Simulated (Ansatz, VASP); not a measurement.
**Two plane-wave programs on ZnS**

```
CELL_PARAMETERS angstrom
3.80509 0.00000 0.00000
-1.90254 3.29530 0.00000
0.00000 0.00000 24.91593
ATOMIC_POSITIONS crystal
Zn 0.33333 0.66667 0.12512
Zn 0.00000 0.00000 0.00016
Zn 0.66667 0.33333 0.62505
Zn 0.66667 0.33333 0.87514
Zn 0.00000 0.00000 0.75002
Zn 0.33333 0.66667 0.50008
Zn 0.00000 0.00000 0.37509
Zn 0.66667 0.33333 0.25013
S 0.66667 0.33333 0.34372
S 0.66667 0.33333 0.71858
S 0.33333 0.66667 0.21873
S 0.00000 0.00000 0.84367
S 0.66667 0.33333 0.96881
S 0.00000 0.00000 0.09373
S 0.33333 0.66667 0.59369
S 0.00000 0.00000 0.46869
```

Alike in both runs: functional PBE; k mesh 8 × 8 × 2; occupations fermi-dirac, width 0.02 eV; no spin polarisation.

Ansatz relaxed the structure, and its values are those at the end. VASP's run is a single point on that final structure, the one shown.

```csv
,VASP,Ansatz
version,VASP 6.6.1,Ansatz 0.2.0
potentials or method,"VASP PAW PBE potentials, release 64 (Zn, S)","plane-wave PAW, scalar-relativistic"
plane-wave cutoff (eV),520,420
valence electrons in the cell,144,144
```

Ansatz gave:

- gap on the k mesh at the Fermi level (eV): 2.17
- pressure (GPa): 2.4
- rms of the force components (eV/Å): 0.004

Question: Estimate VASP's values.

Answer: gap on the k mesh at the Fermi level (eV): 2.17; pressure (GPa): 2.6; rms of the force components (eV/Å): 0.004.

Ansatz's warnings: stress scf threshold loose.
